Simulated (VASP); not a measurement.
Here is a VASP 6.6.1 calculation.

The input INCAR:

```
SYSTEM = LaB6
PREC     = Accurate       ! precision mode
ENCUT    = 520            ! plane-wave cutoff, eV
EDIFF    = 1E-6           ! SCF threshold, eV
ISMEAR   = 0              ! smearing method
SIGMA    = 0.05           ! smearing width, eV
LREAL    = .FALSE.        ! projectors in reciprocal space
LASPH    = .TRUE.         ! aspherical terms in the spheres
NELM     = 80             ! most SCF steps
ALGO     = Normal         ! electronic algorithm
ISIF     = 2              ! what is computed and relaxed
LWAVE    = .FALSE.        ! write WAVECAR
LCHARG   = .TRUE.         ! write CHGCAR
GGA      = B5             ! functional
ALDAX    = 1.0          
AGGAX    = 1.0          
AGGAC    = 1.0          
ALDAC    = 0.0          
IVDW     = 12             ! dispersion correction
VDW_S6   = 1.0          
VDW_S8   = 2.6996       
VDW_A1   = 0.4298       
VDW_A2   = 4.2359       
LELF     = .TRUE.         ! ELF
LVHAR    = .TRUE.       
NBANDS   = 24             ! bands
```

KPOINTS

```
Automatic mesh
0
G
  6 6 6
  0 0 0
```

POSCAR

```
LaB6
1.0
    4.1435731146      0.0000000000      0.0000000000
    0.0000000000      4.1435731146      0.0000000000
    0.0000000000      0.0000000000      4.1435731146
La B
1 6
Direct
    0.0000000000      0.0000000000      0.0000000000
    0.1995793780      0.5000000000      0.5000000000
    0.8004206220      0.5000000000      0.5000000000
    0.5000000000      0.5000000000      0.1995793780
    0.5000000000      0.5000000000      0.8004206220
    0.5000000000      0.1995793780      0.5000000000
    0.5000000000      0.8004206220      0.5000000000
```

Potentials or basis: VASP PAW PBE potentials, release 64 (La, B).

Run with:

```console
$ cat potpaw_PBE.64/La/POTCAR potpaw_PBE.64/B/POTCAR > POTCAR
$ mpirun -np 1 vasp_std > vasp.out
```

What does it give for the dispersion energy per atom?

-0.585 eV.

What does it give for the band gap on the k mesh?

Zero (an odd number of electrons rules out a gap without spin polarisation).

Estimate the largest force.

0.004 eV/Å.

Forces in eV/Å, atoms in the order of the input:
```
La   0.000  0.000  0.000
B   -0.004  0.000  0.000
B    0.004  0.000  0.000
B    0.000  0.000 -0.004
B    0.000  0.000  0.004
B    0.000 -0.004  0.000
B    0.000  0.004  0.000
```

Caveat: the cell stands under tension; the PAW data sets were made with another functional, which shifts forces and pressure a little; spin-orbit coupling is left out, which moves the levels of the heavy elements.
